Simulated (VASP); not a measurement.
Input of a VASP 6.6.1 run:

INCAR

```
SYSTEM = Zn
ALGO = Normal
EDIFF = 1E-6
ENCUT = 520
GGA = PE
ISIF = 2
ISMEAR = 0
ISPIN = 2
LASPH = .True.
LCHARG = .True.
LELF = .True.
LORBIT = 11
LREAL = .False.
LVHAR = .True.
LWAVE = .False.
MAGMOM = 0.5 0.5
NBANDS = 23
NELM = 150
PREC = Accurate
SIGMA = 0.05
```

KPOINTS

```
k-points
0
Gamma
  1 1 15
  0 0 0
```

The input POSCAR:

```
Zn
1.0
   10.1000000000      0.0000000000      0.0000000000
    0.0000000000      9.3000000000      0.0000000000
    0.0000000000      0.0000000000      5.0943043440
Zn
2
Direct
    0.4999447199      0.5000000000      0.0000000000
    0.5000552801      0.5000000000      0.5000000000
```

Potentials or basis: VASP PAW PBE potentials, release 64 (Zn).

Launch:

```sh
$ cat potpaw_PBE.64/Zn/POTCAR > POTCAR
$ mpirun -np 1 vasp_std > vasp.out
```

Question: Estimate the net moment.

Answer: 0.13 μB per cell.
